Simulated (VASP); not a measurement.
A run of VASP 6.6.1 is set up as follows.

File INCAR:

```
SYSTEM = Al16Cu8Sb
  ALGO = Normal
  EDIFF = 1E-7
  ENCUT = 520
  GGA = PS
  ISIF = 2
  ISMEAR = -1
  LASPH = .True.
  LCHARG = .False.
  LREAL = Auto
  LWAVE = .False.
  NBANDS = 88
  NELM = 60
  PREC = Accurate
  SIGMA = 0.1
```

The input KPOINTS:

```
k-points
0
Gamma
  2 2 1
  0 0 0
```

Contents of POSCAR:

```
Al16Cu8Sb
1.0
    5.9977960000      0.0000000000      0.0000000000
    0.0000000000      5.9977960000      0.0000000000
    0.0000000000      0.0000000000     20.3745810000
Al Cu Sb
16 8 1
Direct
    0.1586082621      0.3413920714      0.0490807639
    0.1740972851      0.6741809825      0.1643862026
    0.8617332100      0.3614494391      0.1674390261
    0.8413924048      0.6586085956      0.0490807639
    0.6477546085      0.8612997174      0.1634683923
    0.6586085956      0.1586082621      0.0490807639
    0.3413920714      0.8413924048      0.0490807639
    0.3407751781      0.1639602281      0.1589431459
    0.2157125718      0.3272535445      0.2799223209
    0.2435394602      0.7250496682      0.4391844917
    0.8609996072      0.3558307085      0.3941430746
    0.8665183011      0.6963391219      0.2781308730
    0.6208447236      0.8627002319      0.4098489191
    0.6590420881      0.1763647847      0.2965214352
    0.3353065026      0.8431597207      0.2895715990
    0.2699658341      0.2011405523      0.4375550103
    0.0221414666      0.0254593521      0.2327115340
    0.0000000000      0.0000000000      0.1078009899
    0.5000003335      0.5000003335      0.1078009899
    0.5247260827      0.5086201665      0.2277347446
   -0.1088733261      0.0728767701      0.4818454917
   -0.0475508003     -0.0365134126      0.3468292182
    0.4888629090      0.4893464199      0.3470942544
    0.5673083913      0.4686721589      0.4726673888
   -0.0650405582      0.4708562945      0.5355692959
```

Potentials or basis: VASP PAW PBE potentials, release 64 (Al, Cu, Sb).

The run is started by

```sh
$ cat potpaw_PBE.64/Al/POTCAR potpaw_PBE.64/Cu/POTCAR potpaw_PBE.64/Sb/POTCAR > POTCAR
$ mpirun -np 1 vasp_std > vasp.out
```

What does it give for the largest force?

2.597 eV/Å.

Estimate the band gap on the k mesh.

zero (an odd number of electrons rules out a gap without spin polarisation).

Forces on the atoms (eV/Å):
```
Al  -0.031  0.127  0.132
Al   0.020 -0.015  0.295
Al  -0.224 -0.349  0.121
Al  -0.038  0.054  0.338
Al   0.390 -0.257  0.293
Al   0.088  0.116  0.401
Al  -0.006 -0.052  0.262
Al   0.095  0.028  0.502
Al  -1.110  0.032  0.462
Al  -1.317 -0.356  0.269
Al   0.300  0.607 -0.054
Al  -0.951 -2.188 -0.692
Al   0.616  0.069 -0.105
Al  -0.238 -0.649 -1.256
Al   0.305 -0.153  0.143
Al   0.317 -0.151 -0.098
Cu  -0.464 -0.053 -1.292
Cu  -0.178  0.196 -0.160
Cu   0.295  0.233 -0.418
Cu   0.055  0.410 -0.393
Cu   0.377 -0.114 -0.455
Cu   1.211  1.280  1.908
Cu   0.386  0.889  0.939
Cu  -0.219  0.285 -0.319
Sb   0.323  0.008 -0.823
```

Caveat: the k points lie up to 0.52 Å⁻¹ apart, too coarse for converged energies and pressures of a metal; the atoms stand as in a frame of molecular dynamics; there is no dipole correction, which matters where the two faces differ; the PAW data sets were made with another functional, which shifts forces and pressure a little; spin-orbit coupling is left out, which moves the levels of the heavy elements.
